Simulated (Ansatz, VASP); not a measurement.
## Co: VASP beside Ansatz

```
Co
1.0
     2.41416    0.00000    0.00000
    -1.20708    2.09072    0.00000
     0.00000    0.00000    3.89968
Co
2
Direct
  0.33333 0.66667 0.25000
  0.66667 0.33333 0.75000
```

Alike in both runs: task single point; functional RPBE; k mesh 23 × 23 × 13; occupations fermi-dirac, width 0.05 eV; collinear spin.

|  | VASP | Ansatz |
| --- | --- | --- |
| version | VASP 6.6.1 | Ansatz 0.2.0 |
| potentials or method | VASP PAW PBE potentials, release 64 (Co), cutoff 520 eV | plane waves (420 eV) with PAW, scalar-relativistic |
| valence electrons in the cell | 18 | 34 |

|  | VASP | Ansatz | Ansatz less VASP |
| --- | --- | --- | --- |
| net moment per atom (μB) | 1.54 | 1.55 | +0.005 |
| size of the moment on the site where the two differ most (μB) | 1.55 | 1.62 | +0.074 |

VASP's potentials were made for PBE, not for RPBE. Site moments also hang on the region over which each program counts them. VASP's potentials hold 18 valence electrons a cell and Ansatz's 34, so a difference there can come from the potentials and not from the codes.
